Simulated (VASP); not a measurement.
CoSi (rocksalt type): single point with LDA

CoSi (rocksalt type):

```xyz
2
Lattice="0.0000 2.0702 2.0702 2.0702 0.0000 2.0702 2.0702 2.0702 0.0000" Properties=species:S:1:pos:R:3 pbc="T T T"
Co    0.0000    0.0000    0.0000
Si    2.0702    2.0702    2.0702
```

```
Program             : VASP 6.6.1
Task                : single point
Functional          : LDA
Potentials or basis : VASP PAW LDA potentials, release 64 (Co, Si)
Cutoff              : 520 eV
k mesh              : 16 × 16 × 16
Occupations         : fermi-dirac, width 0.08 eV
Spin                : collinear spin, ferromagnetic start
Starting moments    : [1.7, 0.0] μB
```

```yaml
Pressure: 107.1 GPa
Net_moment: 0.00 μB per cell
Valence_electrons_inside_the_program's_atomic_spheres: Co 9.49; Si 1.93
```

Levels at points of the mesh, in eV from the Fermi level:
Spin up:
```
           k point  band 2  band 3  band 4  band 5  band 6  band 7  band 8  band 9  band 10  band 11
(0.00, 0.00, 0.00)   -3.62   -3.62   -3.62   -3.34   -3.34    6.28    6.28    6.28    12.32    12.56
(0.50, 0.00, 0.00)   -9.29   -4.74   -4.74   -1.72   -1.72   -0.35    7.46    7.46     8.15     9.39
(0.50, 0.50, 0.00)   -6.99   -5.65   -2.54   -1.30   -1.30    0.04    0.04    0.39     8.03     8.24
```
Spin down:
```
           k point  band 4  band 5  band 6  band 7  band 8  band 9
(0.00, 0.00, 0.00)   -3.62   -3.34   -3.34    6.28    6.28    6.28
(0.50, 0.00, 0.00)   -4.74   -1.72   -1.72   -0.35    7.46    7.46
(0.50, 0.50, 0.00)   -2.54   -1.30   -1.30    0.04    0.04    0.39
```

Wall time 52 s on 1 thread of AMD EPYC 9R45 96-Core Processor (Zen 5) (shared host), peak memory 0.16 GiB.

Caveat: the cell stands under pressure.
